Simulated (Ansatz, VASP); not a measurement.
## Pt in VASP and in Ansatz

```
CELL_PARAMETERS angstrom
2.70312 0.00000 0.00000
-0.90104 2.54853 0.00000
-0.90104 -1.27427 2.20709
ATOMIC_POSITIONS crystal
Pt 0.00000 0.00000 0.00000
```

Alike in both runs: functional PBEsol; k mesh 13 × 13 × 13; occupations fermi-dirac, width 0.05 eV; no spin polarisation.

Ansatz relaxed the structure, and its values are those at the end. VASP's run is a single point on that final structure, the one shown.

```csv
,VASP,Ansatz
version,VASP 6.6.1,Ansatz 0.2.0
potentials or method,"VASP PAW PBE potentials, release 64 (Pt), cutoff 520 eV","plane waves, PAW"
valence electrons in the cell,10,18
```

```tsv
	VASP	Ansatz	Ansatz less VASP
pressure (GPa)	-0.4	0.0	+0.37
```

VASP's potentials were made for PBE, not for PBEsol. VASP's potentials hold 10 valence electrons a cell and Ansatz's 18, so a difference there can come from the potentials and not from the codes. Ansatz's warnings: stress scf threshold loose.

Neither program's run includes spin-orbit coupling.
